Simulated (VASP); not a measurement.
# Cl in VASP: further runs

Runs on Cl. Level: PBE+D3(BJ). Tasks: single point, relaxation of the atoms.

Everything below comes from runs of VASP 6.6.1. Logs are shortened: lines on timing, memory, paths and dates and some standing lists are left out, and cuts for length are marked.

**1. The cell of the first run**

The cell holds a disordered packing, 12 atoms: a = 7.663 Å, b = 7.663 Å, c = 7.663 Å, α = 90.00°, β = 90.00°, γ = 90.00°.

**2. Single point, PBE+D3(BJ)**

The input, INCAR:

```
PREC = Accurate ; ENCUT = 520
EDIFF = 1E-6 ; ISMEAR = -1
SIGMA = 0.02 ; LREAL = F
LASPH = T ; NELM = 80
ALGO = Normal ; ISIF = 2
LWAVE = F ; LCHARG = T
GGA = PE ; IVDW = 12
LELF = T ; LVHAR = T
NBANDS = 54
```

The input, KPOINTS:

```
regular mesh
0
Gamma
  1 1 1
```

The input, POSCAR:

```
Cl
1.0
    7.6630940000      0.0000000000      0.0000000000
    0.0000000000      7.6630940000      0.0000000000
    0.0000000000      0.0000000000      7.6630940000
Cl
12
Direct
    0.6759280259      0.4085556043      0.2275582160
    0.4393264653      0.3939139987      0.0812726557
    0.6389194756      0.6271618226      0.5960255740
    0.3768451751      0.6385149393      0.5407606901
    0.9426610192      0.3837222928      1.0278093940
    1.1696450546      0.3917608214      0.8807408600
   -0.0060419460      0.8603574483      0.6212764714
   -0.0292440625      0.8362810113      0.3144160831
    0.6263005517     -0.0999204760      0.9266361603
    0.5887700190      0.0903160003      0.7555303380
    0.0066161266      0.8945994921     -0.0259686231
    0.2874295944      0.8825808479     -0.0088867499
```

Potentials or basis: VASP PAW PBE potentials, release 64 (Cl).

Launch:

```console
$ cat potpaw_PBE.64/Cl/POTCAR > POTCAR
$ mpirun -np 1 vasp_gam > vasp.out
```

OUTCAR:

```text
PREC = Accurate
   ENCUT = 520
   EDIFF = 1E-6
   ISMEAR = -1
   LREAL = F
   LASPH = T
   NELM = 80
   ISIF = 2
   GGA = PE
   IVDW = 12
 IVDW          = 12

 ion  position               nearest neighbor table
   1  0.676  0.409  0.228-   2 2.13   5 2.56
   2  0.439  0.394  0.081-   1 2.13   6 2.58
   3  0.639  0.627  0.596-   4 2.05
   4  0.377  0.639  0.541-   3 2.05
   5  0.943  0.384  0.028-   6 2.07   1 2.56
   6  0.170  0.392  0.881-   5 2.07   2 2.58
   7  0.994  0.860  0.621-   8 2.37
   8  0.971  0.836  0.314-   7 2.37  11 2.66
   9  0.626  0.900  0.927-  10 1.98  12 2.65
  10  0.589  0.090  0.756-   9 1.98
  11  0.007  0.895  0.974-  12 2.16   8 2.66
  12  0.287  0.883  0.991-  11 2.16   9 2.65

  LATTYP: Found a simple cubic cell.
 ALAT       =     7.6630940000

  Lattice vectors:

 A1 = (   7.6630940000,   0.0000000000,   0.0000000000)
 A2 = (   0.0000000000,   7.6630940000,   0.0000000000)
 A3 = (   0.0000000000,   0.0000000000,   7.6630940000)

Analysis of symmetry for initial positions (statically):
=====================================================================
 Subroutine PRICEL returns:
 Original cell was already a primitive cell.

 Routine SETGRP: Setting up the symmetry group for a
 simple cubic supercell.

 Subroutine GETGRP returns: Found  1 space group operations
 (whereof  1 operations were pure point group operations)
 out of a pool of 48 trial point group operations.

The static configuration has the point symmetry C_1 .

Analysis of symmetry for dynamics (positions and initial velocities):
=====================================================================
 Subroutine PRICEL returns:
 Original cell was already a primitive cell.

 Routine SETGRP: Setting up the symmetry group for a
 simple cubic supercell.

 Subroutine GETGRP returns: Found  1 space group operations
 (whereof  1 operations were pure point group operations)
 out of a pool of 48 trial point group operations.

The dynamic configuration has the point symmetry C_1 .

[... 88 lines left out ...]
   ISPIN  =      1    spin polarized calculation?
   LNONCOLLINEAR =      F non collinear calculations
   LSORBIT =      F    spin-orbit coupling
   LASPH  =      T    aspherical Exc in radial PAW
   ENCUT  =  520.0 eV  38.22 Ry    6.18 a.u.  14.25 14.25 14.25*2*pi/ulx,y,z
   NELM   =     80;   NELMIN=  2; NELMDL= -5     # of ELM steps
   EDIFF  = 0.1E-05   stopping-criterion for ELM
   LREAL  =      F    real-space projection
[... 7 lines left out ...]
   TEBEG  =    0.0;   TEEND  =   0.0 temperature during run
   PSTRESS=    0.0 pullay stress
   NELECT =      84.0000    total number of electrons
   NUPDOWN=      -1.0000    fix difference up-down
   EMIN   =  10.00;   EMAX   =-10.00  energy-range for DOS
   EFERMI =   0.00;   METHOD = LEGACY
   ISMEAR =    -1;   SIGMA  =   0.02  broadening in eV -4-tet -1-fermi 0-gaus
   EFERMI_NEDOS =   21; number of points for ismear=-14 and -15
   IALGO  =     38    algorithm
   IMIX   =      4    mixing-type and parameters
     AMIX     =   0.40;   BMIX     =  1.00
     AMIX_MAG =   1.60;   BMIX_MAG =  1.00
  volume/ion in A,a.u.               =      37.50       253.06
  Fermi-wavevector in a.u.,A,eV,Ry     =   0.935615  1.768056 11.910202  0.875375
  Thomas-Fermi vector in A             =   2.062540
   LORBIT       =      0    0 simple, 1 ext, 2 COOP (PROOUT), +10 PAW based schemes
   GGA     = PE    functional components
   LHFCALC =     F    Hartree Fock is set to
   AEXX    =    0.0000 exact exchange contribution
   IVDW    =    12    specifies the selected vdW correction
   LEPSILON=     F    determine dielectric tensor
   LRPA    =     F    only Hartree local field effects (RPA)
 non-spin polarized calculation
  energy-cutoff  :      520.00
  volume of cell :      450.00
 maximum number of plane-waves:      6075
 NGX is ok and might be reduce to    60
   NGX = 29   NGY = 29   NGZ = 29

 number of electron      84.0000001 magnetization

 Free energy of the ion-electron system (eV)
  ---------------------------------------------------
  ext. energy  EPLUGINS =         0.00000000
  ---------------------------------------------------
  free energy    TOTEN  =       -22.56960134 eV

  energy without entropy =      -22.56960134  energy(sigma->0) =      -22.56960134

 E-fermi :  -1.4563     XC(G=0):  -6.4960

 val. band max:       -1.9458833558   @ k =   0.0000   0.0000   0.0000
 cond. band min:      -0.1166774287   @ k =   0.0000   0.0000   0.0000
 fundamental gap:      1.8292059271
 Fermi energy:        -1.4562826117

 k-point     1 :       0.0000    0.0000    0.0000
  band No.  band energies     occupation
      1     -19.8131      2.00000
      2     -18.3580      2.00000
      3     -18.1624      2.00000
      4     -18.0079      2.00000
      5     -17.5867      2.00000
      6     -16.1553      2.00000
[... 46 lines left out ...]
     53       6.4568      0.00000
     54       6.6206      0.00000

------------------------ aborting loop because EDIFF is reached ----------------------------------------

 Edisp (eV)   -1.36000

 E8    (eV) :    -0.4492

  FORCE on cell =-STRESS in cart. coord.  units (eV):
  Direction    XX          YY          ZZ          XY          YZ          ZX
  --------------------------------------------------------------------------------------
  -------------------------------------------------------------------------------------
  Total      -6.23405    -0.20176    -7.34919     0.20293     0.66707    -1.87927
  in kB     -22.19566    -0.71834   -26.16602     0.72249     2.37502    -6.69093
  external pressure =      -16.36 kB  Pullay stress =        0.00 kB

 VOLUME and BASIS-vectors are now :
 -----------------------------------------------------------------------------
  energy-cutoff  :      520.00
  volume of cell :      450.00
      direct lattice vectors                 reciprocal lattice vectors
     7.663094000  0.000000000  0.000000000     0.130495594  0.000000000  0.000000000
     0.000000000  7.663094000  0.000000000     0.000000000  0.130495594  0.000000000
     0.000000000  0.000000000  7.663094000     0.000000000  0.000000000  0.130495594

 POSITION                                       TOTAL-FORCE (eV/Angst)
 -----------------------------------------------------------------------------------
      5.17970      3.13080      1.74380        -0.340779     -0.182324     -0.363894
      3.36660      3.01860      0.62280         0.270117      0.110463      0.124730
      4.89610      4.80600      4.56740        -0.744872      0.018903     -0.160664
      2.88780      4.89300      4.14390         0.731096     -0.024624      0.172428
      7.22370      2.94050      0.21311        -0.197605      0.152938      0.068188
      1.30001      3.00210      6.74920         0.190942     -0.104584      0.032374
      7.61679      6.59300      4.76090        -0.116488     -0.146900     -0.791656
      7.43899      6.40850      2.40940         0.356116      0.672896      0.885664
      4.79940      6.89739      7.10090         0.087322      0.225406      0.662202
      4.51180      0.69210      5.78970         0.168903     -0.040398     -0.096001
      0.05070      6.85540      7.46409        -0.174877     -0.720317     -0.206621
      2.20260      6.76330      7.59499        -0.229876      0.038544     -0.326751
 -----------------------------------------------------------------------------------
    total drift:                                0.000172     -0.000440     -0.000071

  FREE ENERGIE OF THE ION-ELECTRON SYSTEM (eV)
  ---------------------------------------------------
  free  energy   TOTEN  =       -23.9295968402 eV

  energy  without entropy=      -23.9295968402  energy(sigma->0) =      -23.92959684
```

Run time: 47 s. Hardware: 1 thread of Intel Xeon Platinum 8259CL at 2.50GHz (Skylake/Cascade Lake), shared host; peak memory 0.45 GiB.

Results:

- Free energy: -23.9296 eV
- Pressure: -1.6 GPa
- Largest force: 1.168 eV/Å
- Dispersion energy per atom: -0.113 eV

Forces in eV/Å, atoms in the order of the input:
```
Cl  -0.341 -0.182 -0.364
Cl   0.270  0.110  0.125
Cl  -0.745  0.019 -0.161
Cl   0.731 -0.025  0.172
Cl  -0.198  0.153  0.068
Cl   0.191 -0.105  0.032
Cl  -0.116 -0.147 -0.792
Cl   0.356  0.673  0.886
Cl   0.087  0.225  0.662
Cl   0.169 -0.040 -0.096
Cl  -0.175 -0.720 -0.207
Cl  -0.230  0.039 -0.327
```

Caveat: the k points lie up to 0.82 Å⁻¹ apart, too coarse for converged energies, forces and pressures; the atoms stand as in a frame of molecular dynamics.

**3. Single point, PBE+D3(BJ)**

The input, INCAR:

```
SYSTEM = Cl
PREC = Accurate ; ENCUT = 520
EDIFF = 1E-6 ; ISMEAR = -1
SIGMA = 0.02 ; LREAL = .False.
LASPH = .True. ; NELM = 100
ALGO = Normal ; ISIF = 2
LWAVE = .False. ; LCHARG = .True.
GGA = PE ; IVDW = 12
LELF = .True. ; LVHAR = .True.
NBANDS = 54
```

The input, KPOINTS:

```
regular mesh
0
Gamma
  1 1 1
  0 0 0
```

The input, POSCAR:

```
Cl
1.0
    7.6630940000      0.0000000000      0.0000000000
    0.0000000000      7.6630940000      0.0000000000
    0.0000000000      0.0000000000      7.6630940000
Cl
12
Direct
    0.6532348422      0.4243586207      0.2430088943
    0.4209787848      0.3918782674      0.1037178978
    0.6597204732      0.8041007979      0.5293684248
    0.3677104835      0.8289863076      0.5355669655
    0.9202288266      0.3473662205      1.0571970016
    1.1547685569      0.3238509145      0.9047389997
    0.0145241596      0.8108082714      0.5738804718
    0.0105179448      0.7764357321      0.2563585935
    0.6233905000     -0.1346453534      0.9817835981
    0.5925152425      0.0723859057      0.8388517745
    0.0057287566      0.8239230786     -0.0609675413
    0.2938238784      0.8383950399     -0.0263079117
```

Potentials or basis: VASP PAW PBE potentials, release 64 (Cl).

Launch:

```console
$ cat potpaw_PBE.64/Cl/POTCAR > POTCAR
$ mpirun -np 1 vasp_gam > vasp.out
```

Run time: 50 s. Hardware: 1 thread of Intel Xeon Platinum 8259CL at 2.50GHz (Skylake/Cascade Lake), shared host; peak memory 0.44 GiB.

Results (log left out):

| Quantity | Value |
| --- | --- |
| Free energy | -24.2234 eV |
| Pressure | -1.9 GPa |
| Largest force | 1.191 eV/Å |
| Dispersion energy per atom | -0.116 eV |

Forces in eV/Å, atoms in the order of the input:
```
Cl  -0.035 -0.042 -0.107
Cl   0.020 -0.098  0.002
Cl  -0.445  0.088  0.146
Cl   0.482 -0.425  0.005
Cl   0.311  0.122 -0.363
Cl  -0.373  0.047  0.511
Cl   0.015 -0.193 -1.015
Cl  -0.364  0.739  0.860
Cl  -0.032 -0.738  0.199
Cl   0.369  0.956 -0.363
Cl   0.379 -0.156  0.254
Cl  -0.327 -0.299 -0.130
```

Stress tensor (GPa, compression positive):
```
-4.17  0.32 -0.37
 0.32  0.59 -0.16
-0.37 -0.16 -2.12
```

Levels at points of the mesh, in eV from the Fermi level:
```tsv
k point	band 39	band 40	band 41	band 42	band 43	band 44	band 45	band 46
(0.00, 0.00, 0.00)	-1.29	-1.02	-0.68	-0.51	0.94	1.20	1.30	1.40
```

Caveat: the k points lie up to 0.82 Å⁻¹ apart, too coarse for converged energies, forces and pressures; the atoms stand as in a frame of molecular dynamics.

**4. Relaxation of the atoms, PBE+D3(BJ)**

The input, INCAR:

```
SYSTEM = Cl
PREC = Accurate ; ENCUT = 520
EDIFF = 1E-6 ; ISMEAR = -1
SIGMA = 0.02 ; LREAL = .FALSE.
LASPH = .TRUE. ; NELM = 100
ALGO = Normal ; ISIF = 2
LWAVE = .FALSE. ; LCHARG = .FALSE.
GGA = PE ; IVDW = 12
IBRION = 2 ; NSW = 35
EDIFFG = -0.3
```

The input, KPOINTS:

```
Automatic mesh
0
G
  1 1 1
  0 0 0
```

The input, POSCAR:

```
Cl
1.0
    7.6630940000      0.0000000000      0.0000000000
    0.0000000000      7.6630940000      0.0000000000
    0.0000000000      0.0000000000      7.6630940000
Cl
12
Direct
    0.3906445000      0.3746072000      0.1946284000
    0.3150484000      0.4245752000     -0.0522239000
    0.6466886000      0.5994553000      0.6760002000
    0.5764351000      0.7080113000      0.4470294000
    0.8570786000      0.3184668000      1.0311135000
    0.9498563000      0.2972134000      0.7859846000
    0.0050404000      0.8111660000      0.6967580000
    0.0338264000      0.8617456000      0.4403196000
    0.6255675000     -0.0130789000      1.0214387000
    0.6203261000      0.0298710000      0.7620636000
    0.0378815000      0.8431055000      0.0511416000
    0.3004206000      0.8282457000      0.0513279000
```

Launch:

```console
$ cat potpaw_PBE.64/Cl/POTCAR > POTCAR
$ mpirun -np 1 vasp_gam > vasp.out
```

Run time: 7.5 min. Hardware: 1 thread of Intel Xeon Platinum 8259CL at 2.50GHz (Skylake/Cascade Lake), shared host; peak memory 0.49 GiB.

It converged, with:

```yaml
Free_energy: -23.8295 eV
Energy_gained_by_relaxing: 93.1 meV/atom
Ionic_steps: 17
Pressure_after_relaxing: -0.8 GPa
Largest_force_after_relaxing: 0.246 eV/Å
Dispersion_energy_per_atom: -0.114 eV
```

Forces on the atoms (eV/Å):
```
Cl   0.027 -0.072 -0.037
Cl   0.068  0.023  0.089
Cl  -0.030  0.039 -0.215
Cl  -0.073  0.029  0.113
Cl  -0.014  0.035 -0.123
Cl  -0.030  0.042  0.091
Cl   0.001  0.106 -0.222
Cl  -0.112  0.119  0.054
Cl   0.119 -0.049  0.142
Cl   0.082 -0.099  0.130
Cl   0.004 -0.099  0.129
Cl  -0.042 -0.073 -0.153
```

Stress tensor (GPa, compression positive):
```
-0.78  0.24 -0.12
 0.24  0.29  0.21
-0.12  0.21 -1.88
```

The path:
```
step  energy change (eV)  largest force (eV/Å)  pressure (GPa)
   1              0.0000                1.2223            0.46
   2             -0.2093                0.9199            0.67
   3             -0.2201                1.0973            0.77
   4             -0.3889                0.9095            0.17
   5             -0.5599                0.8096           -1.14
   6             -0.7017                0.7458           -0.93
   7             -0.7795                0.8149           -0.61
   8             -0.8913                0.5902           -0.75
   9             -0.9157                0.7684           -0.81
  10             -0.9720                0.5521           -0.26
  11             -0.9731                0.4594           -0.34
  12             -1.0075                0.3233           -0.39
  13             -1.0288                0.6690           -0.43
  14             -1.0482                0.4012           -0.59
  15             -1.0658                0.4163           -0.93
  16             -1.0812                0.3709           -0.89
  17             -1.1170                0.2455           -0.79
```

Final structure:
```
CELL_PARAMETERS angstrom
7.66309 0.00000 0.00000
0.00000 7.66309 0.00000
0.00000 0.00000 7.66309
ATOMIC_POSITIONS crystal
Cl 0.39975 0.36963 0.20386
Cl 0.33386 0.40553 0.95480
Cl 0.62511 0.57320 0.65455
Cl 0.55370 0.71462 0.44776
Cl 0.86482 0.35643 0.01990
Cl 0.95639 0.29929 0.78280
Cl 0.03106 0.84428 0.69715
Cl 0.02683 0.84843 0.41605
Cl 0.63966 0.89583 0.01829
Cl 0.60524 0.02818 0.79680
Cl 0.02189 0.86922 0.04875
Cl 0.30050 0.87874 0.06487
```

Levels at points of the mesh, in eV from the Fermi level:
| k point | band 38 | band 39 | band 40 | band 41 | band 42 | band 43 | band 44 | band 45 | band 46 | band 47 |
| --- | --- | --- | --- | --- | --- | --- | --- | --- | --- | --- |
| (0.00, 0.00, 0.00) | -1.08 | -1.00 | -0.80 | -0.64 | -0.55 | 0.99 | 1.75 | 1.93 | 2.02 | 2.08 |

Caveat: the k points lie up to 0.82 Å⁻¹ apart, too coarse for converged energies, forces and pressures; the relaxation stopped at a loose force limit of 0.3 eV/Å, so its end isn't a converged minimum.

**5. Summary**

| task | cell | pressure (GPa) | largest force (eV/Å) |
| --- | --- | --- | --- |
| single point | as given, atomic positions A | -1.6 | 1.17 |
| single point | as given, atomic positions B | -1.9 | 1.19 |
| relaxation of the atoms | atoms relaxed, atomic positions C | -0.8 | 0.25 |

Alike in all rows: level PBE+D3(BJ); potentials or basis VASP PAW PBE potentials, release 64 (Cl); no spin polarisation; k mesh 1 × 1 × 1; cutoff (eV) 520; smearing fermi-dirac 0.02 eV.

Caveats: all runs use coarse meshes; the atoms stand as in a frame of molecular dynamics (at least some runs); the relaxation stopped at a loose force limit of 0.3 eV/Å, so its end isn't a converged minimum (at least some runs).

Total energies depend on the potentials used, so only differences within one code and one set of settings carry meaning.
